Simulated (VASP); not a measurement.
Wanted: the native input for a VASP 6.6.1 run.

```yaml
Task: single point
Functional: PBEsol
Potentials_or_basis: VASP PAW PBE potentials, release 64 (C)
Cutoff: 520 eV
k_mesh: 11 × 11 × 11
Occupations: gaussian, width 0.03 eV
Spin: no spin polarisation
Tolerance_level: screening
Purpose: all
Further_INCAR_settings: ALGO = Normal; EDIFF = 1e-06
```

The structure of C lies in POSCAR:

```
C
1.0
    0.0000000000      1.7833700000      1.8012037000
    1.7833700000      0.0000000000      1.8012037000
    1.7833700000      1.7833700000      0.0000000000
C
2
Direct
    0.7500000000      0.7500000000      0.7500000000
    0.5112147200      0.5112147200      0.4887852800
```

This cell differs from its parent crystal: last atom moved by 0.04 Å along z, cell strained by +1.0% along z.

The input as run:

INCAR

```
SYSTEM = C
GGA = PS ; ISMEAR = 0
SIGMA = 0.03 ; LWAVE = .False.
LCHARG = .False. ; ISIF = 2
PREC = Accurate ; LASPH = .True.
LREAL = .False. ; ALGO = Normal
EDIFF = 1E-6 ; NELM = 120
GGA_COMPAT = .False. ; ENCUT = 520
EFERMI = MIDGAP
```

KPOINTS

```
Automatic mesh
0
Gamma
  11 11 11
  0 0 0
```

Potentials or basis: VASP PAW PBE potentials, release 64 (C).

The run is started by

```console
$ cat potpaw_PBE.64/C/POTCAR > POTCAR
$ mpirun -np 1 vasp_std > vasp.out
```

Results of the run:

```
Pressure               : -7.5 GPa
Largest force          : 1.452 eV/Å
Band gap on the k mesh : 3.21 eV (least direct gap 4.28 eV)
```

Caveat: the cell differs from its parent crystal (last atom moved by 0.04 Å along z, cell strained by +1.0% along z); the cell stands under tension; the PAW data sets were made with another functional, which shifts forces and pressure a little; an odd mesh through Γ misses points on the zone boundary, where band edges can lie.

Run time: 12 s on 1 thread of Intel(R) Xeon(R) Platinum 8488C (Sapphire Rapids), on a shared host, peak memory 0.13 GiB.
